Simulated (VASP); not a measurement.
# Al3Cl in VASP: notebook

Runs on Al3Cl. Level: PBE. Tasks: single point.

Program: VASP 6.6.1. These are calculated values, not measurements. Logs are shortened: lines on timing, memory, paths and dates and some standing lists are left out, and cuts for length are marked.

## 1. The cell of the first run

It takes space group P6/mmm (No. 191, hexagonal). Conventional cell: a = 3.021 Å, b = 3.021 Å, c = 10.125 Å, α = 90.00°, β = 90.00°, γ = 120.00°. Al (site symmetry 6mm) has 1 Cl at 2.33 Å and 7 Al at 2.74 to 3.02 Å within 3.1 Å. Al (site symmetry 6/mmm) has 8 Al at 2.74 to 3.02 Å within 3.6 Å. Cl (site symmetry 6/mmm) has 2 Al at 2.33 Å and 6 Cl at 3.02 Å within 3.1 Å.

## 2. Single point, PBE

Contents of INCAR:

```
  PREC = Accurate
  ENCUT = 500
  EDIFF = 1E-6
  ISMEAR = 0
  SIGMA = 0.2
  LREAL = F
  LASPH = T
  NELM = 120
  ALGO = Normal
  ISIF = 2
  LWAVE = F
  LCHARG = F
  GGA = PE
  NBANDS = 16
  GGA_COMPAT = F
```

Contents of KPOINTS:

```
regular mesh
0
Gamma
  6 6 3
```

Contents of POSCAR:

```
Al3Cl
1.0
    3.0208526042      0.0000000000      0.0000000000
   -1.5104263021      2.6161350963      0.0000000000
    0.0000000000      0.0000000000     10.1246927941
Al Cl
3 1
Direct
    0.0000000000      0.0000000000      0.7702528637
    0.0000000000      0.0000000000      0.2297471363
    0.0000000000      0.0000000000      0.5000000000
    0.0000000000      0.0000000000      0.0000000000
```

Potentials or basis: VASP PAW PBE potentials, release 64 (Al, Cl).

Command:

```sh
$ cat potpaw_PBE.64/Al/POTCAR potpaw_PBE.64/Cl/POTCAR > POTCAR
$ mpirun -np 1 vasp_std > vasp.out
```

OUTCAR:

```text
PREC = Accurate
   ENCUT = 500
   EDIFF = 1E-6
   ISMEAR = 0
   LREAL = F
   LASPH = T
   NELM = 120
   ISIF = 2
   GGA = PE

 ion  position               nearest neighbor table
   1  0.000  0.000  0.770-   4 2.33   3 2.74
   2  0.000  0.000  0.230-   4 2.33   3 2.74
   3  0.000  0.000  0.500-   1 2.74   2 2.74
   4  0.000  0.000  0.000-   1 2.33   2 2.33

  LATTYP: Found a hexagonal cell.
 ALAT       =     3.0208526042
 C/A-ratio  =     3.3516010612

  Lattice vectors:

 A1 = (   3.0208526042,   0.0000000000,   0.0000000000)
 A2 = (  -1.5104263021,   2.6161350963,   0.0000000000)
 A3 = (   0.0000000000,   0.0000000000,  10.1246927941)

Analysis of symmetry for initial positions (statically):
=====================================================================
 Subroutine PRICEL returns:
 Original cell was already a primitive cell.

 Routine SETGRP: Setting up the symmetry group for a
 hexagonal supercell.

 Subroutine GETGRP returns: Found 24 space group operations
 (whereof 24 operations were pure point group operations)
 out of a pool of 24 trial point group operations.

The static configuration has the point symmetry D_6h.

Analysis of symmetry for dynamics (positions and initial velocities):
=====================================================================
 Subroutine PRICEL returns:
 Original cell was already a primitive cell.

 Routine SETGRP: Setting up the symmetry group for a
 hexagonal supercell.

 Subroutine GETGRP returns: Found 24 space group operations
 (whereof 24 operations were pure point group operations)
 out of a pool of 24 trial point group operations.

The dynamic configuration has the point symmetry D_6h.

 Subroutine INISYM returns: Found 24 space group operations
 (whereof 24 operations are pure point group operations),
 and found     1 'primitive' translations

----------------------------------------------------------------------------------------

                                     Primitive cell

  volume of cell :      80.0150

  direct lattice vectors                    reciprocal lattice vectors
     3.020852604  0.000000000  0.000000000     0.331032371  0.191121629  0.000000000
    -1.510426302  2.616135096  0.000000000     0.000000000  0.382243257  0.000000000
     0.000000000  0.000000000 10.124692794     0.000000000  0.000000000  0.098768429
[... 77 lines left out ...]
   EDIFF  = 0.1E-05   stopping-criterion for ELM
   LREAL  =      F    real-space projection
   EDIFFG = 0.1E-04   stopping-criterion for IOM
   NSW    =      0    number of steps for IOM
   IBRION =     -1    ionic relax: 0-MD 1-quasi-New 2-CG
   NFREE  =      0    steps in history (QN), initial steepest desc. (CG)
   ISIF   =      2    stress and relaxation
   ISYM   =      2    0-nonsym 1-usesym 2-fastsym
   POTIM  = 0.5000    time-step for ionic-motion
   TEBEG  =    0.0;   TEEND  =   0.0 temperature during run
   PSTRESS=    0.0 pullay stress
   NELECT =      16.0000    total number of electrons
   NUPDOWN=      -1.0000    fix difference up-down
   EMIN   =  10.00;   EMAX   =-10.00  energy-range for DOS
   EFERMI =   0.00;   METHOD = LEGACY
   ISMEAR =     0;   SIGMA  =   0.20  broadening in eV -4-tet -1-fermi 0-gaus
   EFERMI_NEDOS =   21; number of points for ismear=-14 and -15
   IALGO  =     38    algorithm
   IMIX   =      4    mixing-type and parameters
     AMIX     =   0.40;   BMIX     =  1.00
     AMIX_MAG =   1.60;   BMIX_MAG =  1.00
  volume/ion in A,a.u.               =      20.00       134.99
  Fermi-wavevector in a.u.,A,eV,Ry     =   0.957321  1.809075 12.469246  0.916464
  Thomas-Fermi vector in A             =   2.086329
   LORBIT       =      0    0 simple, 1 ext, 2 COOP (PROOUT), +10 PAW based schemes
   GGA     = PE    functional components
   LHFCALC =     F    Hartree Fock is set to
   AEXX    =    0.0000 exact exchange contribution
   IVDW    =     0    specifies the selected vdW correction
   LEPSILON=     F    determine dielectric tensor
   LRPA    =     F    only Hartree local field effects (RPA)
 non-spin polarized calculation
 Gauss-broadening in eV      SIGMA  =   0.20
  energy-cutoff  :      500.00
  volume of cell :       80.02
 maximum number of plane-waves:      2101
 NGX is ok and might be reduce to    24
   NGX = 11   NGY = 11   NGZ = 37

 number of electron      16.0000000 magnetization

 Free energy of the ion-electron system (eV)
  ---------------------------------------------------
  ext. energy  EPLUGINS =         0.00000000
  ---------------------------------------------------
  free energy    TOTEN  =       -13.07013760 eV

  energy without entropy =      -13.03360805  energy(sigma->0) =      -13.05187282

 E-fermi :   5.4906     XC(G=0):  -9.5203

 val. band max:        5.3707411186   @ k =   0.5000   0.0000   0.0000
 cond. band min:       5.5765634108   @ k =   0.3333   0.1667   0.3333
 fundamental gap:      0.2058222922
 Fermi energy:         5.4905950618

 k-point     1 :       0.0000    0.0000    0.0000
  band No.  band energies     occupation
      1     -11.4397      2.00000
      2      -3.4298      2.00000
      3      -3.1959      2.00000
      4       0.0444      2.00000
      5       0.0787      2.00000
      6       4.5617      2.00000
[... 243 lines left out ...]
      3       0.5614      2.00000
      4       0.5614      2.00000
      5       3.2627      2.00000
      6       4.0352      2.00000
[... 8 lines left out ...]
     15      11.2128      0.00000
     16      11.2128      0.00000

------------------------ aborting loop because EDIFF is reached ----------------------------------------

  FORCE on cell =-STRESS in cart. coord.  units (eV):
  Direction    XX          YY          ZZ          XY          YZ          ZX
  --------------------------------------------------------------------------------------
  -------------------------------------------------------------------------------------
  Total       -0.0236002     -0.0236002     -0.2415298      0.0000000      0.0000000      0.0000000
  in kB       -0.4725576     -0.4725576     -4.8362605      0.0000000      0.0000000      0.0000000
  external PRESSURE =      -1.9271252 kB  Pullay stress =       0.0000000 kB

 VOLUME and BASIS-vectors are now :
 -----------------------------------------------------------------------------
  energy-cutoff  :      500.00
  volume of cell :       80.02
      direct lattice vectors                 reciprocal lattice vectors
     3.020852604  0.000000000  0.000000000     0.331032371  0.191121629  0.000000000
    -1.510426302  2.616135096  0.000000000     0.000000000  0.382243257  0.000000000
     0.000000000  0.000000000 10.124692794     0.000000000  0.000000000  0.098768429

 POSITION                                       TOTAL-FORCE (eV/Angst)
 -----------------------------------------------------------------------------------
      0.00000      0.00000      7.79857        -0.000000     -0.000000      0.060993
      0.00000      0.00000      2.32612         0.000000      0.000000     -0.060993
      0.00000      0.00000      5.06235         0.000000      0.000000      0.000000
      0.00000      0.00000      0.00000         0.000000      0.000000      0.000000
 -----------------------------------------------------------------------------------
    total drift:                                0.000000      0.000000     -0.000000

  FREE ENERGIE OF THE ION-ELECTRON SYSTEM (eV)
  ---------------------------------------------------
  free  energy   TOTEN  =       -13.0701375972 eV

  energy  without entropy=      -13.0336080474  energy(sigma->0) =      -13.05187282
```

OSZICAR:

```text
N       E                     dE             d eps       ncg     rms          rms(c)
DAV:   1     0.331491326234E+02    0.33149E+02   -0.55677E+03   448   0.779E+02
DAV:   2    -0.101697271255E+02   -0.43319E+02   -0.38962E+02   632   0.111E+02
DAV:   3    -0.131935370798E+02   -0.30238E+01   -0.30032E+01   616   0.280E+01
DAV:   4    -0.132213932693E+02   -0.27856E-01   -0.27852E-01   576   0.336E+00
DAV:   5    -0.132219322040E+02   -0.53893E-03   -0.53889E-03   624   0.465E-01    0.643E+00
DAV:   6    -0.130889189316E+02    0.13301E+00   -0.21194E-01   552   0.229E+00    0.398E+00
DAV:   7    -0.130728679616E+02    0.16051E-01   -0.12262E-01   592   0.174E+00    0.768E-01
DAV:   8    -0.130700137157E+02    0.28542E-02   -0.13979E-02   552   0.675E-01    0.159E-01
DAV:   9    -0.130701341693E+02   -0.12045E-03   -0.16108E-03   576   0.228E-01    0.697E-02
DAV:  10    -0.130701270320E+02    0.71373E-05   -0.86681E-05   600   0.544E-02    0.433E-02
DAV:  11    -0.130701377868E+02   -0.10755E-04   -0.19621E-05   576   0.267E-02    0.587E-03
DAV:  12    -0.130701375972E+02    0.18963E-06   -0.76504E-07   384   0.519E-03
   1 F= -.13070138E+02 E0= -.13051873E+02  d E =-.365295E-01
```

It took 16 s on 1 thread of Intel Xeon 6975P-C, shared host; peak memory 0.2 GiB.

Results:

- Free energy: -13.0701 eV
- Pressure: -0.2 GPa
- Largest force: 0.061 eV/Å
- Band gap on the k mesh: zero (band 8 reaches 6.22 eV, above the bottom of band 9 at 4.76 eV)

Forces on the atoms (eV/Å):
```
Al   0.000  0.000  0.061
Al   0.000  0.000 -0.061
Al   0.000  0.000  0.000
Cl   0.000  0.000  0.000
```

Stress tensor (GPa, compression positive):
```
-0.05  0.00  0.00
 0.00 -0.05  0.00
 0.00  0.00 -0.48
```

Levels at points of the mesh, in eV from the Fermi level:
| k point | band 5 | band 6 | band 7 | band 8 | band 9 | band 10 | band 11 | band 12 |
| --- | --- | --- | --- | --- | --- | --- | --- | --- |
| (0.00, 0.00, 0.00) | -5.41 | -0.93 | -0.93 | 0.09 | 1.87 | 7.96 | 8.50 | 9.87 |
| (0.50, 0.00, 0.00) | -2.95 | -2.36 | -2.08 | -1.72 | -0.20 | -0.12 | 3.18 | 3.86 |

Caveat: the k points lie up to 0.40 Å⁻¹ apart.

(Continued in part 2 of 2.)
